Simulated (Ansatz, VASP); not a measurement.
# V: VASP beside Ansatz

```
V
1.0
    -1.49475    1.49475    1.49475
     1.49475   -1.49475    1.49475
     1.49475    1.49475   -1.49475
V
1
Direct
  0.00000 0.00000 0.00000
```

Alike in both runs: task relaxation of cell and atoms; functional r2SCAN; k mesh 20 × 20 × 20; occupations gaussian, width 0.1 eV; no spin polarisation.

```csv
,VASP,Ansatz
version,VASP 6.6.1,Ansatz 0.2.0
potentials or method,"VASP PAW PBE potentials, release 64 (V_sv), cutoff 600 eV","scalar-relativistic, plane waves, PAW"
valence electrons in the cell,13,13
```

```tsv
	VASP	Ansatz	Ansatz less VASP
gap on the k mesh at the Fermi level, each at its own relaxed structure (eV)	none	none	-
relaxed volume (Å³/atom)	13.31	13.29	-0.016
relaxed cell length with the largest relative difference (Å)	2.586	2.584	-0.0011
```

VASP's potentials were made for PBE, not for r2SCAN. A gap of «none» marks a metal or a gap that the smearing closes.
